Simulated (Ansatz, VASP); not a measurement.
One calculation of C, two programs

Contents of INCAR:

```
SYSTEM = C
ALGO     = Normal         ! electronic algorithm
EDIFF    = 1E-7           ! SCF threshold, eV
EDIFFG   = -0.04          ! ionic threshold
ENCUT    = 910            ! plane-wave cutoff, eV
GGA      = PE             ! functional
GGA_COMPAT= .False.      
IBRION   = 2              ! ionic algorithm
ISIF     = 3              ! what is computed and relaxed
ISMEAR   = 0              ! smearing method
LASPH    = .True.         ! aspherical terms in the spheres
LCHARG   = .False.        ! write CHGCAR
LREAL    = .False.        ! projectors in reciprocal space
LWAVE    = .False.        ! write WAVECAR
NELM     = 120            ! most SCF steps
NELMIN   = 4            
NSW      = 90             ! ionic steps
PREC     = Accurate       ! precision mode
SIGMA    = 0.1            ! smearing width, eV
```

Contents of KPOINTS:

```
k-points
0
Gamma
  10 10 10
  0 0 0
```

Contents of POSCAR:

```
C
1.0
    0.0000000000      1.4119867500      1.6846434100
    1.3997908200      0.0000000000      1.6846434100
    1.3997908200      1.4119867500      0.0000000000
C
1
Direct
    0.5000000000      0.5000000000      0.5000000000
```

Input for Ansatz:

```yaml
crystal:
  lattice:
    - [0.0, 1.41198675, 1.68464341]
    - [1.39979082, 0.0, 1.68464341]
    - [1.39979082, 1.41198675, 0.0]
  atoms:
    - { symbol: C, position: [0.5, 0.5, 0.5] }
basis:
  ecutwfc: 420
kpoints:
  mp_grid: { grid: [10, 10, 10] }
hamiltonian:
  xc: pbe
scf:
  occupations: { method: gaussian, width: 0.1 }
  lower_state_search: "off"
output:
  forces: true
  stress: true
  eigenvalues: true
relax:
  adjacent_minimum: "off"
  f_tol: 0.04
  max_steps: 70
  cell: { stress_tol: 0.4 }
```

Alike in both runs: task relaxation of cell and atoms; functional PBE; k mesh 10 × 10 × 10; occupations gaussian, width 0.1 eV; no spin polarisation.

|  | VASP | Ansatz |
| --- | --- | --- |
| version | VASP 6.6.1 | Ansatz 0.2.0 |
| potentials or method | VASP PAW PBE potentials, release 64 (C_h), cutoff 910 eV | scalar-relativistic, plane waves, PAW |
| valence electrons in the cell | 4 | 4 |

|  | VASP | Ansatz | Ansatz less VASP |
| --- | --- | --- | --- |
| gap on the k mesh at the Fermi level, each at its own relaxed structure (eV) | none | none | - |
| relaxed volume (Å³/atom) | 6.76 | 9.73 | +2.965 |
| relaxed cell length with the largest relative difference (Å) | 2.843 | 3.899 | +1.0560 |

A gap of «none» marks a metal or a gap that the smearing closes. One of these differences is far larger than is usual between the two programs; its cause wasn't traced.

The k mesh is coarse, so the values compare programs but aren't converged. Noted on VASP's run: the cutoff is short for stress, so the pressure is rough.
